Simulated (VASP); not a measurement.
# TePt (P6_3/mmc) in VASP: further runs

TePt is run at these levels: LDA; tasks: single point.

Program: VASP 6.6.1. These are calculated values, not measurements. Logs are shortened: lines on timing, memory, paths and dates and some standing lists are left out, and cuts for length are marked.

### 1 The cell of the first run

The structure is hexagonal, space group P6_3/mmc (No. 194). Conventional cell: a = 4.307 Å, b = 4.307 Å, c = 5.647 Å, α = 90.00°, β = 90.00°, γ = 120.00°. Te (site symmetry -6m2) has 6 Pt at 2.86 Å and 6 Te at 3.76 Å within 3.8 Å. Within 3.7 Å of Pt (site symmetry -3m) lie 2 Pt at 2.82 Å and 6 Te at 2.86 Å.

### 2 Single point, LDA, collinear spin (22.68 Å³/atom)

Input file INCAR:

```
SYSTEM = TePt
ALGO     = Normal         ! electronic algorithm
EDIFF    = 1E-6           ! SCF threshold, eV
ENCUT    = 520            ! plane-wave cutoff, eV
ISIF     = 2              ! what is computed and relaxed
ISMEAR   = 0              ! smearing method
ISPIN    = 2              ! spin polarisation
LASPH    = .TRUE.         ! aspherical terms in the spheres
LCHARG   = .FALSE.        ! write CHGCAR
LMAXMIX  = 4              ! l up to which the mixer works
LORBIT   = 11             ! projections on sites
LREAL    = .FALSE.        ! projectors in reciprocal space
LWAVE    = .FALSE.        ! write WAVECAR
MAGMOM   = 0 0 0.25 0.25  ! initial moments
NBANDS   = 28             ! bands
NELM     = 150            ! most SCF steps
NUPDOWN  = 0.5            ! fixed moment
PREC     = Accurate       ! precision mode
SIGMA    = 0.15           ! smearing width, eV
```

Input file KPOINTS:

```
k-points
0
G
  12 12 8
  0 0 0
```

Input file POSCAR:

```
TePt
1.0
    4.3073750233      0.0000000000      0.0000000000
   -2.1536875117      3.7302961938      0.0000000000
    0.0000000000      0.0000000000      5.6470759316
Te Pt
2 2
Direct
    0.3333333333      0.6666666667      0.2500000000
    0.6666666667      0.3333333333      0.7500000000
    0.0000000000      0.0000000000      0.0000000000
    0.0000000000      0.0000000000      0.5000000000
```

Potentials or basis: VASP PAW LDA potentials, release 64 (Te, Pt).

The run is started by

```sh
$ cat potpaw_LDA.64/Te/POTCAR potpaw_LDA.64/Pt/POTCAR > POTCAR
$ mpirun -np 1 vasp_std > vasp.out
```

OUTCAR:

```text
SYSTEM = TePt
   EDIFF = 1E-6
   ENCUT = 520
   ISIF = 2
   ISMEAR = 0
   ISPIN = 2
   LASPH = .TRUE.
   LORBIT = 11
   LREAL = .FALSE.
   NELM = 150
   NUPDOWN = 0.5
   PREC = Accurate

 ion  position               nearest neighbor table
   1  0.333  0.667  0.250-   3 2.86   4 2.86   3 2.86   4 2.86   3 2.86   4 2.86
   2  0.667  0.333  0.750-   3 2.86   4 2.86   3 2.86   4 2.86   3 2.86   4 2.86
   3  0.000  0.000  0.000-   4 2.82   4 2.82   1 2.86   2 2.86   2 2.86   1 2.86   2 2.86   1 2.86

   4  0.000  0.000  0.500-   3 2.82   3 2.82   1 2.86   2 2.86   2 2.86   1 2.86   2 2.86   1 2.86

  LATTYP: Found a hexagonal cell.
 ALAT       =     4.3073750233
 C/A-ratio  =     1.3110249052

  Lattice vectors:

 A1 = (   4.3073750233,   0.0000000000,   0.0000000000)
 A2 = (  -2.1536875117,   3.7302961938,   0.0000000000)
 A3 = (   0.0000000000,   0.0000000000,   5.6470759316)

Analysis of symmetry for initial positions (statically):
=====================================================================
 Subroutine PRICEL returns:
 Original cell was already a primitive cell.

 Routine SETGRP: Setting up the symmetry group for a
 hexagonal supercell.

 Subroutine GETGRP returns: Found 24 space group operations
 (whereof 12 operations were pure point group operations)
 out of a pool of 24 trial point group operations.

The static configuration has the point symmetry D_3d.
 The point group associated with its full space group is D_6h.

Analysis of symmetry for dynamics (positions and initial velocities):
=====================================================================
 Subroutine PRICEL returns:
 Original cell was already a primitive cell.

 Routine SETGRP: Setting up the symmetry group for a
 hexagonal supercell.

 Subroutine GETGRP returns: Found 24 space group operations
 (whereof 12 operations were pure point group operations)
 out of a pool of 24 trial point group operations.

The dynamic configuration has the point symmetry D_3d.
 The point group associated with its full space group is D_6h.

Analysis of structural, dynamic, and magnetic symmetry:
=====================================================================
 Subroutine PRICEL returns:
 Original cell was already a primitive cell.

 Routine SETGRP: Setting up the symmetry group for a
 hexagonal supercell.

 Subroutine GETGRP returns: Found 24 space group operations
 (whereof 12 operations were pure point group operations)
 out of a pool of 24 trial point group operations.

The overall configuration has the point symmetry D_3d.
 The point group associated with its full space group is D_6h.

 Subroutine INISYM returns: Found 24 space group operations
 (whereof 12 operations are pure point group operations),
 and found     1 'primitive' translations

----------------------------------------------------------------------------------------

                                     Primitive cell

  volume of cell :      90.7360

  direct lattice vectors                    reciprocal lattice vectors
     4.307375023  0.000000000  0.000000000     0.232159957  0.134037614  0.000000000
    -2.153687512  3.730296194  0.000000000     0.000000000  0.268075227  0.000000000
     0.000000000  0.000000000  5.647075932     0.000000000  0.000000000  0.177082797

  length of vectors
     4.307375023  4.307375023  5.647075932     0.268075227  0.268075227  0.177082797

  position of ions in fractional coordinates (direct lattice)
     0.333333333  0.666666667  0.250000000
     0.666666667  0.333333333  0.750000000
     0.000000000  0.000000000  0.000000000
     0.000000000  0.000000000  0.500000000

  ion indices of the primitive-cell ions
   primitive index   ion index
                 1           1
                 2           2
                 3           3
                 4           4

----------------------------------------------------------------------------------------

 KPOINTS: k-points

Automatic generation of k-mesh.
 Grid dimensions read from file:
 generate k-points for:   12   12    8

 Generating k-lattice:

  Cartesian coordinates                     Fractional coordinates (reciprocal lattice)
     0.019346663  0.011169801  0.000000000     0.083333333  0.000000000  0.000000000
     0.000000000  0.022339602  0.000000000     0.000000000  0.083333333  0.000000000
     0.000000000  0.000000000  0.022135350     0.000000000  0.000000000  0.125000000

  Length of vectors
     0.022339602  0.022339602  0.022135350

  Shift w.r.t. Gamma in fractional coordinates (k-lattice)
     0.000000000  0.000000000  0.000000000

 Subroutine IBZKPT returns following result:
 ===========================================

 Found     95 irreducible k-points:

 Following reciprocal coordinates:
            Coordinates               Weight
  0.000000  0.000000  0.000000      1.000000
  0.083333  0.000000  0.000000      6.000000
  0.166667 -0.000000  0.000000      6.000000
  0.250000  0.000000  0.000000      6.000000
  0.333333  0.000000  0.000000      6.000000
  0.416667  0.000000  0.000000      6.000000
[... 16 lines left out ...]
  0.250000  0.000000  0.125000     12.000000
  0.333333  0.000000  0.125000     12.000000
 [... further k-points ...]
   k-points           NKPTS =     95   k-points in BZ     NKDIM =     95   number of bands    NBANDS=     28
   number of dos      NEDOS =    301   number of ions     NIONS =      4
   total plane-waves  NPLWV =  43008
   dimension x,y,z NGX =    32 NGY =   32 NGZ =   42
   dimension x,y,z NGXF=    64 NGYF=   64 NGZF=   84
   ions per type =               2   2
   NGX,Y,Z   is equivalent  to a cutoff of  12.35, 12.35, 12.36 a.u.
   NGXF,Y,Z  is equivalent  to a cutoff of  24.70, 24.70, 24.73 a.u.
 SYSTEM =  TePt
   PREC   = accura    normal or accurate (medium, high low for compatibility)
   ISTART =      0    job   : 0-new  1-cont  2-samecut
   ICHARG =      2    charge: 1-file 2-atom 10-const
   ISPIN  =      2    spin polarized calculation?
   LNONCOLLINEAR =      F non collinear calculations
   LSORBIT =      F    spin-orbit coupling
   LASPH  =      T    aspherical Exc in radial PAW
   ENCUT  =  520.0 eV  38.22 Ry    6.18 a.u.   8.01  8.01 10.50*2*pi/ulx,y,z
   NELM   =    150;   NELMIN=  2; NELMDL= -5     # of ELM steps
   EDIFF  = 0.1E-05   stopping-criterion for ELM
   LREAL  =      F    real-space projection
   EDIFFG = 0.1E-04   stopping-criterion for IOM
   NSW    =      0    number of steps for IOM
   IBRION =     -1    ionic relax: 0-MD 1-quasi-New 2-CG
   NFREE  =      0    steps in history (QN), initial steepest desc. (CG)
   ISIF   =      2    stress and relaxation
   ISYM   =      2    0-nonsym 1-usesym 2-fastsym
   POTIM  = 0.5000    time-step for ionic-motion
   TEBEG  =    0.0;   TEEND  =   0.0 temperature during run
   PSTRESS=    0.0 pullay stress
   NELECT =      32.0000    total number of electrons
   NUPDOWN=       0.5000    fix difference up-down
   EMIN   =  10.00;   EMAX   =-10.00  energy-range for DOS
   EFERMI =   0.00;   METHOD = LEGACY
   ISMEAR =     0;   SIGMA  =   0.15  broadening in eV -4-tet -1-fermi 0-gaus
   EFERMI_NEDOS =   21; number of points for ismear=-14 and -15
   IALGO  =     38    algorithm
   IMIX   =      4    mixing-type and parameters
     AMIX     =   0.40;   BMIX     =  1.00
     AMIX_MAG =   1.60;   BMIX_MAG =  1.00
  volume/ion in A,a.u.               =      22.68       153.08
  Fermi-wavevector in a.u.,A,eV,Ry     =   1.156640  2.185733 18.202099  1.337817
  Thomas-Fermi vector in A             =   2.293259
   LORBIT       =     11    0 simple, 1 ext, 2 COOP (PROOUT), +10 PAW based schemes
   GGA     = CA    functional components
   LHFCALC =     F    Hartree Fock is set to
   AEXX    =    0.0000 exact exchange contribution
   IVDW    =     0    specifies the selected vdW correction
   LEPSILON=     F    determine dielectric tensor
   LRPA    =     F    only Hartree local field effects (RPA)
 spin polarized calculation
 Gauss-broadening in eV      SIGMA  =   0.15
  energy-cutoff  :      520.00
  volume of cell :       90.74
 maximum number of plane-waves:      2458
   NGX = 17   NGY = 17   NGZ = 21

 number of electron      31.9999998 magnetization       0.5000000

 Free energy of the ion-electron system (eV)
  ---------------------------------------------------
  ext. energy  EPLUGINS =         0.00000000
  ---------------------------------------------------
  free energy    TOTEN  =       -23.26228895 eV

  energy without entropy =      -23.23711011  energy(sigma->0) =      -23.24969953

 E-fermi :   8.3744     XC(G=0): -11.1496

 val. band max:        8.7290987952   @ k =   0.0000   0.0000   0.0000
 cond. band min:       8.3966317035   @ k =   0.2500   0.0000   0.0000
 fundamental gap:     -0.3324670916
 Fermi energy:         8.7304756379

 spin component 1

 k-point     1 :       0.0000    0.0000    0.0000
  band No.  band energies     occupation
      1      -5.0316      1.00000
      2      -2.6193      1.00000
      3       1.8249      1.00000
      4       2.8453      1.00000
      5       2.8453      1.00000
      6       3.4041      1.00000
[... 20 lines left out ...]
     27      16.9649      0.00000
[... 691 lines left out ...]
      6       3.8459      1.00000
[... 20 lines left out ...]
     27      19.1405      0.00000
     28      19.3167      0.00000

 [... further k-points ...]

 spin component 2

 k-point     1 :       0.0000    0.0000    0.0000
  band No.  band energies     occupation
      1      -4.9711      1.00000
      2      -2.5560      1.00000
      3       1.8860      1.00000
      4       2.9132      1.00000
      5       2.9132      1.00000
      6       3.4776      1.00000
[... 20 lines left out ...]
     27      17.0132      0.00000
[... 691 lines left out ...]
      6       3.9137      1.00000
[... 20 lines left out ...]
     27      19.1905      0.00000
     28      19.3719      0.00000

 [... further k-points ...]

------------------------ aborting loop because EDIFF is reached ----------------------------------------

  FORCE on cell =-STRESS in cart. coord.  units (eV):
  Direction    XX          YY          ZZ          XY          YZ          ZX
  --------------------------------------------------------------------------------------
  -------------------------------------------------------------------------------------
  Total       -4.9194539     -4.9194539     -5.3537883      0.0000000      0.0000000     -0.0000000
  in kB      -86.8656046    -86.8656046    -94.5348948      0.0000000      0.0000000     -0.0000000
  external PRESSURE =     -89.4220346 kB  Pullay stress =       0.0000000 kB

 VOLUME and BASIS-vectors are now :
 -----------------------------------------------------------------------------
  energy-cutoff  :      520.00
  volume of cell :       90.74
      direct lattice vectors                 reciprocal lattice vectors
     4.307375023  0.000000000  0.000000000     0.232159957  0.134037614  0.000000000
    -2.153687512  3.730296194  0.000000000     0.000000000  0.268075227  0.000000000
     0.000000000  0.000000000  5.647075932     0.000000000  0.000000000  0.177082797

 POSITION                                       TOTAL-FORCE (eV/Angst)
 -----------------------------------------------------------------------------------
     -0.00000      2.48686      1.41177         0.000000     -0.000000      0.000000
      2.15369      1.24343      4.23531        -0.000000      0.000000      0.000000
      0.00000      0.00000      0.00000        -0.000000      0.000000      0.000000
      0.00000      0.00000      2.82354        -0.000000      0.000000      0.000000
 -----------------------------------------------------------------------------------
    total drift:                               -0.000000      0.000000      0.000000

  FREE ENERGIE OF THE ION-ELECTRON SYSTEM (eV)
  ---------------------------------------------------
  free  energy   TOTEN  =       -23.2622889493 eV

  energy  without entropy=      -23.2371101082  energy(sigma->0) =      -23.24969953

 total charge

# of ion       s       p       d       tot
------------------------------------------
    1        1.421   1.757   0.087   3.265
    2        1.421   1.757   0.087   3.265
    3        0.601   0.448   8.175   9.224
    4        0.601   0.448   8.175   9.224
--------------------------------------------------
tot          4.045   4.410  16.523  24.979

 magnetization (x)

# of ion       s       p       d       tot
------------------------------------------
    1        0.010   0.057   0.002   0.069
    2        0.010   0.057   0.002   0.069
    3        0.005   0.014   0.109   0.128
    4        0.005   0.014   0.109   0.128
--------------------------------------------------
tot          0.030   0.142   0.222   0.394
```

Wall time 2.4 min (1 thread of Intel Xeon Platinum 8488C (Sapphire Rapids), shared host); peak memory 0.43 GiB.

What came out:

* Free energy: -23.2623 eV
* Pressure: -8.9 GPa
* Net moment: 0.50 μB per cell
* Site moments: Te +0.07; Pt +0.13 μB
* Valence electrons inside the program's atomic spheres: Te 3.27; Pt 9.22

Caveat: the cell stands under tension; spin-orbit coupling is left out, which moves the levels of the heavy elements; the total moment is fixed, so each spin has its own Fermi level.

(Part 1 of 2 ends here.)
